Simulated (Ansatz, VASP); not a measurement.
Given: the input of a run of Ansatz 0.2.0 on Al2Cu.

input.yaml

```yaml
crystal:
  lattice:
    - [-2.9715744608, 2.9715744608, 2.3887207261]
    - [2.9715744608, -2.9715744608, 2.3887207261]
    - [2.9715744608, 2.9715744608, -2.3887207261]
  atoms:
    - { symbol: Cu, position: [0.25, 0.25, 0.0] }
    - { symbol: Cu, position: [0.75, 0.75, 0.0] }
    - { symbol: Al, position: [0.3419, 0.1581, 0.5] }
    - { symbol: Al, position: [0.8419, 0.3419, 0.1838] }
    - { symbol: Al, position: [0.6581, 0.8419, 0.5] }
    - { symbol: Al, position: [0.1581, 0.6581, 0.8162] }
hamiltonian:
  xc: r2scan
  pseudopotentials: { kind: paw }
kpoints:
  mp_grid: { grid: [7, 7, 7] }
scf:
  occupations: { method: fermi_dirac, width: 0.05 }
output:
  forces: true
  stress: true
  eigenvalues: true
```

Potentials or basis: Ansatz PAW.

Launch:

```sh
$ ansatz run input.yaml --threads 1 --pin off --max-ram 3584MiB --backend cpu --events-out ev --progress --plain --runs-dir out
```

Problem. Set up the same calculation for VASP 6.6.1. Potentials there: VASP PAW PBE potentials, release 64 (Cu, Al).

Solution. As run (the cutoff follows the program's own potentials):

POSCAR

```
Al2Cu
1.0
   -2.9715744608      2.9715744608      2.3887207261
    2.9715744608     -2.9715744608      2.3887207261
    2.9715744608      2.9715744608     -2.3887207261
Cu Al
2 4
Direct
    0.2500000000      0.2500000000      0.0000000000
    0.7500000000      0.7500000000      0.0000000000
    0.3419000000      0.1581000000      0.5000000000
    0.8419000000      0.3419000000      0.1838000000
    0.6581000000      0.8419000000      0.5000000000
    0.1581000000      0.6581000000      0.8162000000
```

INCAR.step1

```
SYSTEM = Al2Cu
ALGO = Normal
EDIFF = 1E-4
ENCUT = 520
GGA = PE
ISMEAR = -1
LASPH = .TRUE.
LCHARG = .FALSE.
LREAL = .FALSE.
LWAVE = .TRUE.
NBANDS = 26
NELM = 80
PREC = Accurate
SIGMA = 0.05
```

Contents of INCAR.step2:

```
SYSTEM = Al2Cu
ALGO = Normal
EDIFF = 1E-6
ENCUT = 520
ISIF = 2
ISMEAR = -1
ISTART = 1
LASPH = .TRUE.
LCHARG = .TRUE.
LELF = .TRUE.
LMIXTAU = .TRUE.
LREAL = .FALSE.
LVHAR = .TRUE.
LWAVE = .FALSE.
METAGGA = R2SCAN
NBANDS = 26
NELM = 80
PREC = Accurate
SIGMA = 0.05
```

The input KPOINTS:

```
k-points
0
G
  7 7 7
  0 0 0
```

Potentials or basis: VASP PAW PBE potentials, release 64 (Cu, Al).

Command:

```sh
$ cat potpaw_PBE.64/Cu/POTCAR potpaw_PBE.64/Al/POTCAR > POTCAR
$ cp INCAR.step1 INCAR
$ mpirun -np 1 vasp_std > vasp.out
$ cp INCAR.step2 INCAR
$ mpirun -np 1 vasp_std > vasp.out
```

Both were run:

|  | VASP | Ansatz | Ansatz less VASP |
| --- | --- | --- | --- |
| gap on the k mesh at the Fermi level (eV) | none | none | - |
| pressure (GPa) | 2.8 | 3.0 | +0.20 |
| traceless stress, the component that is largest in VASP (GPa) | 0.11 | 0.05 | -0.062 |
| rms of the force components (eV/Å) | 0.027 | 0.029 | +0.0014 |

VASP's potentials were made for PBE, not for r2SCAN. Atom by atom the forces differ by 0.001 eV/Å (rms over components). A gap of «none» marks a metal or a gap that the smearing closes. The functional is the same, so the differences come from potentials, cutoffs and numerics. VASP's potentials hold 34 valence electrons a cell and Ansatz's 50, so a difference there can come from the potentials and not from the codes.
